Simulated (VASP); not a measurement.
# Cu (I4/mmm) in VASP: further runs, part 2 of 2

VASP 6.6.1.

## 3. Single point, r2SCAN+D3(BJ)

Contents of POSCAR:

```
Cu
1.0
    2.4610779577      0.0000000286      0.0000000511
   -0.9222398689      2.2817489647      0.0000000511
   -0.7694190867     -1.1408745594      2.0404176588
Cu
1
Direct
    0.0000000000      0.0000000000      0.0000000000
```

Contents of INCAR.step1:

```
PREC = Accurate
ENCUT = 520
ISMEAR = -1
SIGMA = 0.1
LREAL = F
LASPH = T
NELM = 100
NBANDS = 12
GGA = PE
ALGO = Normal
EDIFF = 1E-4
LWAVE = T
LCHARG = F
```

Contents of INCAR.step2:

```
PREC = Accurate
ENCUT = 520
EDIFF = 1E-7
ISMEAR = -1
SIGMA = 0.1
LREAL = F
LASPH = T
NELM = 100
ALGO = Normal
ISIF = 2
LWAVE = F
LCHARG = F
METAGGA = R2SCAN
LMIXTAU = T
IVDW = 12
VDW_S6 = 1.0
VDW_S8 = 0.78981345
VDW_A1 = 0.49484001
VDW_A2 = 5.73083694
NBANDS = 12
ISTART = 1
```

Contents of KPOINTS:

```
Automatic mesh
0
Gamma
  6 6 6
```

Potentials or basis: VASP PAW PBE potentials, release 64 (Cu).

The run is started by

```
cat potpaw_PBE.64/Cu/POTCAR > POTCAR
cp INCAR.step1 INCAR
mpirun -np 1 vasp_std > vasp.out
cp INCAR.step2 INCAR
mpirun -np 1 vasp_std > vasp.out
```

Run time: 20 s. Hardware: 1 thread of Intel Xeon Platinum 8488C (Sapphire Rapids), shared host; peak memory 0.13 GiB.

Results (log left out):

- Free energy: -11.0175 eV
- Pressure: -2.6 GPa
- Dispersion energy per atom: -0.283 eV

Stress tensor (GPa, compression positive):
```
-2.59  0.21  0.00
 0.21 -2.42  0.00
 0.00  0.00 -2.73
```

Levels at points of the mesh, in eV from the Fermi level:
| k point | band 3 | band 4 | band 5 | band 6 | band 7 | band 8 | band 9 | band 10 |
| --- | --- | --- | --- | --- | --- | --- | --- | --- |
| (0.00, 0.00, 0.00) | -3.39 | -3.39 | -2.52 | -2.32 | 25.74 | 25.74 | 27.06 | 30.03 |
| (0.50, 0.00, 0.00) | -2.43 | -2.21 | -1.61 | -0.67 | 4.82 | 18.01 | 18.29 | 22.01 |
| (0.50, 0.50, 0.00) | -2.58 | -2.35 | -1.64 | -1.06 | 4.27 | 19.28 | 19.77 | 23.25 |
| (0.50, 0.50, 0.50) | -1.82 | -1.82 | -1.76 | 8.07 | 8.07 | 10.00 | 13.58 | 14.30 |

Caveat: the k points lie up to 0.53 Å⁻¹ apart; the PAW data sets were made with another functional, which shifts forces and pressure a little; pairwise dispersion overbinds metals, which lowers pressure and volume.

## 4. Single point, r2SCAN+D3(BJ)

POSCAR is that of step 3.

Contents of INCAR.step1:

```
PREC     = Accurate       # precision mode
ENCUT    = 520            # plane-wave cutoff, eV
ISMEAR   = -1             # smearing method
SIGMA    = 0.1            # smearing width, eV
LREAL    = False          # projectors in reciprocal space
LASPH    = True           # aspherical terms in the spheres
NELM     = 80             # most SCF steps
NBANDS   = 12             # bands
GGA      = PE             # functional
ALGO     = Normal         # electronic algorithm
EDIFF    = 1E-4           # SCF threshold, eV
LWAVE    = True           # write WAVECAR
LCHARG   = False          # write CHGCAR
```

Contents of INCAR.step2:

```
PREC     = Accurate       # precision mode
ENCUT    = 520            # plane-wave cutoff, eV
EDIFF    = 1E-6           # SCF threshold, eV
ISMEAR   = -1             # smearing method
SIGMA    = 0.1            # smearing width, eV
LREAL    = False          # projectors in reciprocal space
LASPH    = True           # aspherical terms in the spheres
NELM     = 80             # most SCF steps
ALGO     = Normal         # electronic algorithm
ISIF     = 2              # what is computed and relaxed
LWAVE    = False          # write WAVECAR
LCHARG   = True           # write CHGCAR
METAGGA  = R2SCAN         # meta-GGA
LMIXTAU  = True         
IVDW     = 12             # dispersion correction
VDW_S6   = 1.0          
VDW_S8   = 0.78981345   
VDW_A1   = 0.49484001   
VDW_A2   = 5.73083694   
LELF     = True           # ELF
LVHAR    = True         
NBANDS   = 12             # bands
ISTART   = 1
```

Contents of KPOINTS:

```
regular mesh
0
Gamma
  8 8 8
```

Potentials or basis: VASP PAW PBE potentials, release 64 (Cu).

The run is started by

```
cat potpaw_PBE.64/Cu/POTCAR > POTCAR
cp INCAR.step1 INCAR
mpirun -np 1 vasp_std > vasp.out
cp INCAR.step2 INCAR
mpirun -np 1 vasp_std > vasp.out
```

OUTCAR:

```text
PREC = Accurate
   ENCUT = 520
   EDIFF = 1E-6
   ISMEAR = -1
   LREAL = False
   LASPH = True
   NELM = 80
   ISIF = 2
   METAGGA = R2SCAN
   IVDW = 12
   ISTART = 1
 IVDW          = 12

 ion  position               nearest neighbor table
   1  0.000  0.000  0.000-

  LATTYP: Found a body centered tetragonal cell.
 ALAT       =     2.8855863982
 C/A-ratio  =     0.9537621169
[... 539 lines left out ...]
      8      20.3240      0.00000
      9      20.8068      0.00000
     10      37.1502      0.00000
     11      40.3834      0.00000
     12      44.8471      0.00000

 [... further k-points ...]

------------------------ aborting loop because EDIFF is reached ----------------------------------------

 Edisp (eV)   -0.28295

 E8    (eV) :    -0.0948

  FORCE on cell =-STRESS in cart. coord.  units (eV):
  Direction    XX          YY          ZZ          XY          YZ          ZX
  --------------------------------------------------------------------------------------
  -------------------------------------------------------------------------------------
  Total      -0.20062    -0.18417    -0.21435     0.02036     0.00000     0.00000
  in kB     -28.05304   -25.75212   -29.97268     2.84639     0.00000     0.00000
  external pressure =      -27.93 kB  Pullay stress =        0.00 kB

 VOLUME and BASIS-vectors are now :
 -----------------------------------------------------------------------------
  energy-cutoff  :      520.00
  volume of cell :       11.46
      direct lattice vectors                 reciprocal lattice vectors
     2.461077958  0.000000029  0.000000051     0.406326008  0.164229299  0.245047877
    -0.922239869  2.281748965  0.000000051    -0.000000010  0.438260297  0.245047877
    -0.769419087 -1.140874559  2.040417659    -0.000000010 -0.000000015  0.490095727

 POSITION                                       TOTAL-FORCE (eV/Angst)
 -----------------------------------------------------------------------------------
      0.00000      0.00000      0.00000        -0.000000      0.000000      0.000000
 -----------------------------------------------------------------------------------
    total drift:                               -0.000000      0.000000      0.000000

  FREE ENERGIE OF THE ION-ELECTRON SYSTEM (eV)
  ---------------------------------------------------
  free  energy   TOTEN  =       -11.0475134069 eV

  energy  without entropy=      -11.0255990620  energy(sigma->0) =      -11.03655623
```

OUTCAR.step1:

```text
PREC = Accurate
   ENCUT = 520
   ISMEAR = -1
   LREAL = False
   LASPH = True
   NELM = 80
[... 575 lines left out ...]
 POSITION                                       TOTAL-FORCE (eV/Angst)
 -----------------------------------------------------------------------------------
      0.00000      0.00000      0.00000        -0.000000     -0.000000      0.000000
 -----------------------------------------------------------------------------------
    total drift:                                0.000000      0.000000      0.000000

  FREE ENERGIE OF THE ION-ELECTRON SYSTEM (eV)
  ---------------------------------------------------
  free  energy   TOTEN  =        -3.6534364407 eV

  energy  without entropy=       -3.6304115195  energy(sigma->0) =       -3.64192398
```

It took 25 s on 1 thread of Intel Xeon Platinum 8488C (Sapphire Rapids), shared host; peak memory 0.13 GiB.

Results:

- Free energy: -11.0475 eV
- Pressure: -2.8 GPa
- Dispersion energy per atom: -0.283 eV

Caveat: the k points lie up to 0.39 Å⁻¹ apart; the PAW data sets were made with another functional, which shifts forces and pressure a little; pairwise dispersion overbinds metals, which lowers pressure and volume.

## 5. Single point, r2SCAN+D3(BJ)

POSCAR is that of step 4.

Contents of INCAR.step1:

```
SYSTEM = Cu
  PREC = Accurate
  ENCUT = 520
  ISMEAR = -1
  SIGMA = 0.1
  LREAL = .FALSE.
  LASPH = .TRUE.
  NELM = 60
  NBANDS = 12
  GGA = PE
  ALGO = Normal
  EDIFF = 1E-4
  LWAVE = .TRUE.
  LCHARG = .FALSE.
```

Contents of INCAR.step2:

```
SYSTEM = Cu
  PREC = Accurate
  ENCUT = 520
  EDIFF = 1E-6
  ISMEAR = -1
  SIGMA = 0.1
  LREAL = .FALSE.
  LASPH = .TRUE.
  NELM = 60
  ALGO = Normal
  ISIF = 2
  LWAVE = .FALSE.
  LCHARG = .FALSE.
  METAGGA = R2SCAN
  LMIXTAU = .TRUE.
  IVDW = 12
  VDW_S6 = 1.0
  VDW_S8 = 0.78981345
  VDW_A1 = 0.49484001
  VDW_A2 = 5.73083694
  NBANDS = 12
  ISTART = 1
```

Contents of KPOINTS:

```
Automatic mesh
0
G
  11 11 11
  0 0 0
```

The run is started by

```
cat potpaw_PBE.64/Cu/POTCAR > POTCAR
cp INCAR.step1 INCAR
mpirun -np 1 vasp_std > vasp.out
cp INCAR.step2 INCAR
mpirun -np 1 vasp_std > vasp.out
```

Run time: 52 s. Hardware: 1 thread of Intel Xeon Platinum 8488C (Sapphire Rapids), shared host; peak memory 0.14 GiB.

Results (log left out):

* Free energy: -11.0853 eV
* Pressure: -2.9 GPa
* Dispersion energy per atom: -0.283 eV

Stress tensor (GPa, compression positive):
```
-2.85 -0.13  0.00
-0.13 -2.95  0.00
 0.00  0.00 -2.76
```

Levels at points of the mesh, in eV from the Fermi level:
| k point | band 3 | band 4 | band 5 | band 6 | band 7 | band 8 | band 9 | band 10 |
| --- | --- | --- | --- | --- | --- | --- | --- | --- |
| (0.00, 0.00, 0.00) | -3.19 | -3.19 | -2.32 | -2.11 | 25.89 | 25.89 | 27.21 | 30.19 |

Caveat: the PAW data sets were made with another functional, which shifts forces and pressure a little; pairwise dispersion overbinds metals, which lowers pressure and volume.

## 6. Summary

```csv
k mesh,gap on the mesh (eV),pressure (GPa)
4 × 4 × 4,none,-3.6
6 × 6 × 6,none,-2.6
8 × 8 × 8,none,-2.8
11 × 11 × 11,none,-2.9
```

Alike in all rows: task single point; level r2SCAN+D3(BJ); potentials or basis VASP PAW PBE potentials, release 64 (Cu); no spin polarisation; cell as given; cutoff (eV) 520; smearing fermi-dirac 0.1 eV.

Caveats: some runs use coarse meshes; the PAW data sets were made with another functional, which shifts forces and pressure a little; pairwise dispersion overbinds metals, which lowers pressure and volume.

Absolute energies hang on the potentials; compare differences alone.
